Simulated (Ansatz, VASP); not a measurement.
**Al6H: VASP beside Ansatz**

File INCAR:

```
SYSTEM = Al6H
ALGO = Normal ; DIPOL = 0.5 0.5 0.316
EDIFF = 1E-7 ; ENCUT = 520
GGA = PE ; IDIPOL = 3
ISIF = 2 ; ISMEAR = 0
LASPH = .True. ; LCHARG = .True.
LDIPOL = .True. ; LELF = .True.
LREAL = .False. ; LVACPOTAV = .True.
LVHAR = .True. ; LWAVE = .False.
NBANDS = 32 ; NELM = 60
PREC = Accurate ; SIGMA = 0.1
```

KPOINTS

```
k-points
0
Gamma
  6 6 1
  0 0 0
```

The input POSCAR:

```
Al6H
1.0
    5.7135165837      0.0000000000      0.0000000000
   -2.8567582918      4.9480505064      0.0000000000
    0.0000000000      0.0000000000     22.6013782090
Al H
12 2
Direct
    0.3333333333      0.1666666667      0.1769803577
    0.3333333333      0.6666666667      0.1769803577
    0.8333333333      0.1666666667      0.1769803577
    0.8333333333      0.6666666667      0.1769803577
    0.1666666667      0.3333333333      0.2787759109
    0.1666666667      0.8333333333      0.2787759109
    0.6666666667      0.3333333333      0.2787759109
    0.6666666667      0.8333333333      0.2787759109
    0.0000000000      0.0000000000      0.3805687480
    0.0000000000      0.5000000000      0.3805687480
    0.5000000000      0.0000000000      0.3805687480
    0.5000000000      0.5000000000      0.3805687480
    0.1466485891      0.5000000000      0.5398510700
    0.3533514109      0.5000000000      0.5398510700
```

Input for Ansatz:

```yaml
crystal:
  lattice:
    - [5.7135165837, 0.0, 0.0]
    - [-2.8567582918, 4.9480505064, 0.0]
    - [0.0, 0.0, 22.601378209]
  atoms:
    - { symbol: Al, position: [0.3333333333, 0.1666666667, 0.1769803577] }
    - { symbol: Al, position: [0.3333333333, 0.6666666667, 0.1769803577] }
    - { symbol: Al, position: [0.8333333333, 0.1666666667, 0.1769803577] }
    - { symbol: Al, position: [0.8333333333, 0.6666666667, 0.1769803577] }
    - { symbol: Al, position: [0.1666666667, 0.3333333333, 0.2787759109] }
    - { symbol: Al, position: [0.1666666667, 0.8333333333, 0.2787759109] }
    - { symbol: Al, position: [0.6666666667, 0.3333333333, 0.2787759109] }
    - { symbol: Al, position: [0.6666666667, 0.8333333333, 0.2787759109] }
    - { symbol: Al, position: [0.0, 0.0, 0.380568748] }
    - { symbol: Al, position: [0.0, 0.5, 0.380568748] }
    - { symbol: Al, position: [0.5, 0.0, 0.380568748] }
    - { symbol: Al, position: [0.5, 0.5, 0.380568748] }
    - { symbol: H, position: [0.1466485891, 0.5, 0.53985107] }
    - { symbol: H, position: [0.3533514109, 0.5, 0.53985107] }
basis:
  ecutwfc: 420
kpoints:
  mp_grid: { grid: [6, 6, 1] }
hamiltonian:
  xc: pbe
  pseudopotentials: { kind: paw, azcp: { folder: soft_1 } }
scf:
  occupations: { method: gaussian, width: 0.1 }
output:
  forces: true
  eigenvalues: true
  write_density: true
  write_potential: true
  elf: true
  volumetric_format: npy
efield:
  axis: 3
  dipole_correction: true
  ramp_width: 0.04
```

Alike in both runs: task single point; functional PBE; k mesh 6 × 6 × 1; occupations gaussian, width 0.1 eV; no spin polarisation.

|  | VASP | Ansatz |
| --- | --- | --- |
| version | VASP 6.6.1 | Ansatz 0.2.0 |
| potentials or method | VASP PAW PBE potentials, release 64 (Al, H), cutoff 520 eV | scalar-relativistic, plane waves, PAW |
| valence electrons in the cell | 38 | 38 |

|  | VASP | Ansatz | Ansatz less VASP |
| --- | --- | --- | --- |
| gap on the k mesh at the Fermi level (eV) | none | none | - |
| rms of the force components (eV/Å) | 1.005 | 1.005 | -0.0001 |
| work function, face that differs most (eV) | 3.99 | 3.99 | -0.003 |

Atom by atom the forces differ by 0.000 eV/Å (rms over components). A gap of «none» marks a metal or a gap that the smearing closes. With one functional, cell and mesh, what is left measures potentials, basis and numerics. Ansatz's warnings: xc potential rough in thin density.
